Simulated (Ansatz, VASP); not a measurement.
# Nb: VASP beside Ansatz

The input INCAR:

```
PREC = Accurate
ENCUT = 520
EDIFF = 1E-6
ISMEAR = -1
SIGMA = 0.05
LREAL = F
LASPH = T
NELM = 60
ALGO = Normal
ISIF = 2
LWAVE = F
LCHARG = F
GGA = PS
NBANDS = 40
```

The input KPOINTS:

```
regular mesh
0
Gamma
  11 11 1
```

The input POSCAR:

```
Nb
1.0
    3.2726221427      0.0000000000      0.0000000000
    0.0000000000      3.2726221427      0.0000000000
    0.0000000000      0.0000000000     22.5452000000
Nb
5
Direct
    0.0000000000      0.0000000000      0.3638807330
    0.5000000000      0.5000000000      0.4260712056
    0.0000000000      0.0000000000      0.5000000242
    0.5000000000      0.5000000000      0.5739287874
    0.0000000000      0.0000000000      0.6361192498
```

Input for Ansatz:

```yaml
crystal:
  lattice:
    - [3.2726221427, 0.0, 0.0]
    - [0.0, 3.2726221427, 0.0]
    - [0.0, 0.0, 22.5452]
  atoms:
    - { symbol: Nb, position: [0.0, 0.0, 0.363880733] }
    - { symbol: Nb, position: [0.5, 0.5, 0.4260712056] }
    - { symbol: Nb, position: [0.0, 0.0, 0.5000000242] }
    - { symbol: Nb, position: [0.5, 0.5, 0.5739287874] }
    - { symbol: Nb, position: [0.0, 0.0, 0.6361192498] }
kpoints:
  mp_grid: { grid: [11, 11, 1] }
scf:
  occupations: { method: fermi_dirac, width: 0.05 }
hamiltonian:
  xc: pbesol
  pseudopotentials: { kind: paw }
output:
  forces: true
  stress: true
  eigenvalues: true
  core_levels:
    shells: { Nb: ["3d"] }
    counted_from: fermi_level
    add_spin: false
```

Alike in both runs: task single point; functional PBEsol; k mesh 11 × 11 × 1; occupations fermi-dirac, width 0.05 eV; no spin polarisation.

|  | VASP | Ansatz |
| --- | --- | --- |
| version | VASP 6.6.1 | Ansatz 0.2.0 |
| potentials or method | VASP PAW PBE potentials, release 64 (Nb_sv) | PAW with Ansatz's default frozen-core files, scalar-relativistic |
| plane-wave cutoff (eV) | 520 | 420 |
| valence electrons in the cell | 65 | 65 |

Ansatz gave:

* rms of the force components (eV/Å): 0.001

Q: Estimate VASP's values.

A: rms of the force components (eV/Å): 0.005.

VASP's potentials were made for PBE, not for PBEsol. Atom by atom the forces differ by 0.004 eV/Å (rms over components). The functional is the same, so the differences come from potentials, cutoffs and numerics. Ansatz's warnings: structure snapped to symmetry.
